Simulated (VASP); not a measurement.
# Er4Se (P4/mmm) in VASP: a series of runs, part 2 of 2

VASP 6.6.1. Earlier steps stand in the parts before.

## Step 5: Relaxation of cell and atoms, PBE

This run uses another cell than the first one, of 28.97 Å³/atom.

The input, INCAR:

```
  PREC = Accurate
  ENCUT = 500
  EDIFF = 1E-7
  ISMEAR = 0
  SIGMA = 0.1
  LREAL = F
  LASPH = T
  NELM = 200
  ALGO = Normal
  ISIF = 3
  LWAVE = F
  LCHARG = F
  GGA = PE
  IBRION = 2
  NSW = 90
  EDIFFG = -0.04
  GGA_COMPAT = F
  NELMIN = 4
  LMAXMIX = 6
```

The input, KPOINTS:

```
regular mesh
0
Gamma
  6 6 2
```

The input, POSCAR:

```
Er4Se
1.0
    3.4868575151      0.0000000000      0.0000000000
    0.0000000000      3.4868575151      0.0000000000
    0.0000000000      0.0000000000     11.9129120473
Er Se
4 1
Direct
    0.5000000000      0.5000000000      0.6427863456
    0.5000000000      0.5000000000      0.3572136544
    0.0000000000      0.0000000000      0.1477517680
    0.0000000000      0.0000000000      0.8522482320
    0.5000000000      0.5000000000      0.0000000000
```

Potentials or basis: VASP PAW PBE potentials, release 64 (Er_3, Se), 4f in core.

Run with:

```
$ cat potpaw_PBE.64/Er_3/POTCAR potpaw_PBE.64/Se/POTCAR > POTCAR
$ mpirun -np 1 vasp_std > vasp.out
```

OUTCAR:

```text
PREC = Accurate
   ENCUT = 500
   EDIFF = 1E-7
   ISMEAR = 0
   LREAL = F
   LASPH = T
   NELM = 200
   ISIF = 3
   GGA = PE
   IBRION = 2
   NSW = 90
   EDIFFG = -0.04
   NELMIN = 4

 ion  position               nearest neighbor table
   1  0.500  0.500  0.643-   2 3.40   4 3.51   4 3.51   4 3.51   4 3.51
   2  0.500  0.500  0.357-   1 3.40   3 3.51   3 3.51   3 3.51   3 3.51
   3  0.000  0.000  0.148-   5 3.03   5 3.03   5 3.03   5 3.03   2 3.51   2 3.51   2 3.51   2 3.51
                             4 3.52
   4  0.000  0.000  0.852-   5 3.03   5 3.03   5 3.03   5 3.03   1 3.51   1 3.51   1 3.51   1 3.51
                             3 3.52
   5  0.500  0.500  0.000-   3 3.03   4 3.03   3 3.03   4 3.03   3 3.03   4 3.03   3 3.03   4 3.03

  LATTYP: Found a simple tetragonal cell.
 ALAT       =     3.4868575151
[... 192 lines left out ...]
  -------------------------------------------------------------------------------------
  Total        0.7635334      0.7635334      0.0389664      0.0000000      0.0000000      0.0000000
  in kB        8.4460230      8.4460230      0.4310364      0.0000000      0.0000000      0.0000000
  external PRESSURE =       5.7743608 kB  Pullay stress =       0.0000000 kB
[... 143 lines left out ...]
--------------------------------------- Ionic step        5  -------------------------------------------

 number of electron      41.9999990 magnetization

 Free energy of the ion-electron system (eV)
  ---------------------------------------------------
  ext. energy  EPLUGINS =         0.00000000
  ---------------------------------------------------
  free energy    TOTEN  =       -23.50256451 eV

  energy without entropy =      -23.45356395  energy(sigma->0) =      -23.47806423

 E-fermi :   3.3574     XC(G=0):  -9.7668

 val. band max:        3.3373711903   @ k =   0.3333   0.0000   0.5000
 cond. band min:       3.3603892811   @ k =   0.1667   0.1667   0.0000
 fundamental gap:      0.0230180908
 Fermi energy:         3.3574332079

 k-point     1 :       0.0000    0.0000    0.0000
  band No.  band energies     occupation
      1     -21.8191      2.00000
      2     -21.6281      2.00000
      3     -21.5459      2.00000
      4     -21.4470      2.00000
      5     -21.4470      2.00000
      6     -21.4292      2.00000
[... 581 lines left out ...]
  FREE ENERGIE OF THE ION-ELECTRON SYSTEM (eV)
  ---------------------------------------------------
  free  energy   TOTEN  =       -23.5025645103 eV

  energy  without entropy=      -23.4535639487  energy(sigma->0) =      -23.47806423

 reached required accuracy - stopping structural energy minimisation
```

OSZICAR:

```text
N       E                     dE             d eps       ncg     rms          rms(c)
DAV:   1     0.299266514091E+03    0.29927E+03   -0.18126E+04  1643   0.161E+03
DAV:   2     0.122389767665E+02   -0.28703E+03   -0.28373E+03  1652   0.100E+03
DAV:   3    -0.195722098024E+02   -0.31811E+02   -0.30670E+02  1827   0.231E+02
[... 51 lines left out ...]
DAV:   4    -0.235025856200E+02    0.11311E-03   -0.56445E-04  1813   0.267E-01    0.616E-02
DAV:   5    -0.235025615864E+02    0.24034E-04   -0.15616E-04  1886   0.150E-01    0.275E-02
DAV:   6    -0.235025641693E+02   -0.25829E-05   -0.23572E-05  1760   0.493E-02    0.120E-02
DAV:   7    -0.235025644800E+02   -0.31072E-06   -0.22872E-06  1637   0.186E-02    0.392E-03
DAV:   8    -0.235025645103E+02   -0.30259E-07   -0.29311E-07   940   0.114E-02
   5 F= -.23502565E+02 E0= -.23478064E+02  d E =-.412979E-02
```

CONTCAR:

```text
Er4Se
   1.00000000000000
     3.5214377224499005    0.0000000000000000    0.0000000000000000
     0.0000000000000000    3.5214377224499005    0.0000000000000000
    -0.0000000000000000    0.0000000000000000   11.8315806091292064
  Er              Se
     4     1
Direct
     0.5000000000000000    0.5000000000000000    0.6443308240093705
     0.5000000000000000    0.5000000000000000    0.3556691759906295
     0.0000000000000000    0.0000000000000000    0.1494693102664691
     0.0000000000000000    0.0000000000000000    0.8505306897335310
     0.5000000000000000    0.5000000000000000    0.0000000000000000

  0.00000000E+00  0.00000000E+00  0.00000000E+00
  0.00000000E+00  0.00000000E+00  0.00000000E+00
  0.00000000E+00  0.00000000E+00  0.00000000E+00
  0.00000000E+00  0.00000000E+00  0.00000000E+00
  0.00000000E+00  0.00000000E+00  0.00000000E+00
```

Run time: 4.2 min. Hardware: 1 thread of Intel Xeon 6975P-C (Granite Rapids), shared host; peak memory 0.3 GiB.

Results:

| Quantity | Value |
| --- | --- |
| Free energy | -23.5026 eV |
| Relaxed volume | 29.34 Å³/atom |
| Relaxed cell | a = 3.521 Å, b = 3.521 Å, c = 11.832 Å, α = 90.00°, β = 90.00°, γ = 90.00° |
| Space group after relaxing (to 0.1 Å) | P4/mmm (No. 123) |
| Energy gained by relaxing | 2.5 meV/atom |
| Ionic steps | 5 |
| Pressure after relaxing | 0.0 GPa |
| Largest force after relaxing | 0.034 eV/Å |
| Band gap on the k mesh | zero (bands 21 and 22 overlap by 0.37 eV) |

Forces in eV/Å, atoms in the order of the input:
```
Er   0.000  0.000  0.034
Er   0.000  0.000 -0.034
Er   0.000  0.000  0.000
Er   0.000  0.000  0.000
Se   0.000  0.000  0.000
```

The path:
| step | energy change (eV) | largest force (eV/Å) | pressure (GPa) | volume (Å³) |
| --- | --- | --- | --- | --- |
| 1 | 0.0000 | 0.1576 | 0.58 | 144.84 |
| 2 | -0.0083 | 0.1159 | -0.16 | 147.04 |
| 3 | -0.0085 | 0.1184 | -0.28 | 147.41 |
| 4 | -0.0119 | 0.0675 | -0.10 | 146.99 |
| 5 | -0.0126 | 0.0343 | 0.02 | 146.72 |

Final structure:
```cif
data_structure
_symmetry_space_group_name_H-M 'P 1'
_symmetry_Int_Tables_number 1
_cell_length_a 3.5214
_cell_length_b 3.5214
_cell_length_c 11.8316
_cell_angle_alpha 90.000
_cell_angle_beta 90.000
_cell_angle_gamma 90.000
_cell_volume 146.72
loop_
_atom_site_label
_atom_site_type_symbol
_atom_site_fract_x
_atom_site_fract_y
_atom_site_fract_z
_atom_site_occupancy
Er1 Er 0.50000 0.50000 0.64433 1
Er2 Er 0.50000 0.50000 0.35567 1
Er3 Er 0.00000 0.00000 0.14947 1
Er4 Er 0.00000 0.00000 0.85053 1
Se1 Se 0.50000 0.50000 0.00000 1
```

Caveat: spin-orbit coupling is left out, which moves the levels of the heavy elements; the 4f electrons are frozen in the core, so they carry no moment and show no levels; the run has no spin polarisation, though such a crystal can be magnetic.

## Step 6: The runs side by side

```csv
task,cell,k mesh,gap on the mesh (eV),pressure (GPa),largest force (eV/Å)
single point,"a = 3.952, b = 3.952, c = 8.047 Å, 5 atoms, atomic positions A",4 × 4 × 2,none,13.5,11.95
single point,"a = 3.487, b = 3.487, c = 11.913 Å, 5 atoms, atomic positions B",4 × 4 × 2,none,0.6,0.02
single point,"a = 3.513, b = 3.513, c = 11.806 Å, 5 atoms, atomic positions C",6 × 6 × 2,none,0.5,0.04
relaxation of cell and atoms,"relaxed from a = 3.487, b = 3.487, c = 11.913 Å, 5 atoms, atomic positions B",6 × 6 × 2,none,0.0,0.03
```

Alike in all rows: level PBE; potentials or basis VASP PAW PBE potentials, release 64 (Er_3, Se), 4f in core; no spin polarisation; cutoff (eV) 500; smearing gaussian 0.1 eV.

Caveats: some runs use coarse meshes; spin-orbit coupling is left out, which moves the levels of the heavy elements; the 4f electrons are frozen in the core, so they carry no moment and show no levels; the run has no spin polarisation, though such a crystal can be magnetic; forces of over 1 eV/Å act on the atoms, so gaps and moduli don't describe the material at rest (at least some runs).

Total energies depend on the potentials used, so only differences within one code and one set of settings carry meaning.

The gap in the log of VASP goes by the Fermi energy; the results here count the filled bands.